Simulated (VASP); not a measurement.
Input of a VASP 6.6.1 run:

File INCAR:

```
SYSTEM = AlN
ALGO = Normal
EDIFF = 1E-7
ENCUT = 520
GGA = PS
ISIF = 2
ISMEAR = 0
LASPH = .TRUE.
LCHARG = .TRUE.
LELF = .TRUE.
LREAL = .FALSE.
LVHAR = .TRUE.
LWAVE = .FALSE.
NBANDS = 11
NELM = 100
PREC = Accurate
SIGMA = 0.01
```

File KPOINTS:

```
k-points
0
G
  8 8 8
  0 0 0
```

The input POSCAR:

```
AlN
1.0
    0.0000000000      2.1693358805      2.1693358805
    2.1693358805      0.0000000000      2.1693358805
    2.1693358805      2.1693358805      0.0000000000
Al N
1 1
Direct
    0.0000000000      0.0000000000      0.0000000000
    0.7500000000      0.7500000000      0.7500000000
```

Potentials or basis: VASP PAW PBE potentials, release 64 (Al, N).

The run is started by

```bash
$ cat potpaw_PBE.64/Al/POTCAR potpaw_PBE.64/N/POTCAR > POTCAR
$ mpirun -np 1 vasp_std > vasp.out
```

**Question.** Estimate the band gap on the k mesh.

**Answer.** 3.20 eV, indirect (least direct gap 4.31 eV).

**Question.** What does it give for the pressure?

**Answer.** 5.7 GPa.

Caveat: the PAW data sets were made with another functional, which shifts forces and pressure a little. PBEsol gaps usually lie below the measured ones, often by a third to a half.
